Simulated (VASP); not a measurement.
Input of a VASP 6.6.1 run:

Contents of INCAR:

```
ALGO = Fast ; EDIFF = 1E-7
ENCUT = 520 ; GGA = PS
ISIF = 2 ; ISMEAR = 0
LASPH = T ; LCHARG = F
LREAL = Auto ; LWAVE = F
NBANDS = 70 ; NELM = 100
PREC = Accurate ; SIGMA = 0.15
```

KPOINTS

```
k-points
0
Gamma
  9 9 5
```

Contents of POSCAR:

```
SiNi
1.0
    0.0000000000     -4.4679769961      0.0000000000
    0.0000000000      0.0000000000     -4.4679769961
   11.9359539923      0.0000000000      0.0000000000
Si Ni
8 8
Direct
    0.1535354713      0.1535354713      0.1296918156
    0.1535354713      0.1535354713      0.5040210900
    0.8464645287      0.6535354713      0.0574728215
    0.8464645287      0.6535354713      0.4318020958
    0.3464645287      0.8464645287      0.6911857271
    0.3464645287      0.8464645287      0.3168564528
    0.6535354713      0.3464645287      0.6189667330
    0.6535354713      0.3464645287      0.2446374587
    0.8510095113      0.8510095113      0.6172654129
    0.8510095113      0.8510095113      0.2429361386
    0.1489904887      0.3510095113      0.6928870471
    0.1489904887      0.3510095113      0.3185577728
    0.6489904887      0.1489904887      0.0557715015
    0.6489904887      0.1489904887      0.4301007758
    0.3510095113      0.6489904887      0.1313931357
    0.3510095113      0.6489904887      0.5057224100
```

Potentials or basis: VASP PAW PBE potentials, release 64 (Si, Ni).

Launch:

```sh
$ cat potpaw_PBE.64/Si/POTCAR potpaw_PBE.64/Ni/POTCAR > POTCAR
$ mpirun -np 1 vasp_std > vasp.out
```

Question: Predict the largest force.

Answer: 1.522 eV/Å.

Question: What does it give for the pressure?

Answer: -6.0 GPa.

Stress tensor (GPa, compression positive):
```
 -1.68   0.00   0.28
  0.00  -6.38   0.00
  0.28   0.00 -10.08
```

Caveat: the cell differs from its parent crystal (the distance across one plane changed); the stress differs along the axes, from -10 to -2 GPa; the PAW data sets were made with another functional, which shifts forces and pressure a little. Spin polarisation is off, so any magnetic state and its effect on volume and gap are missing.
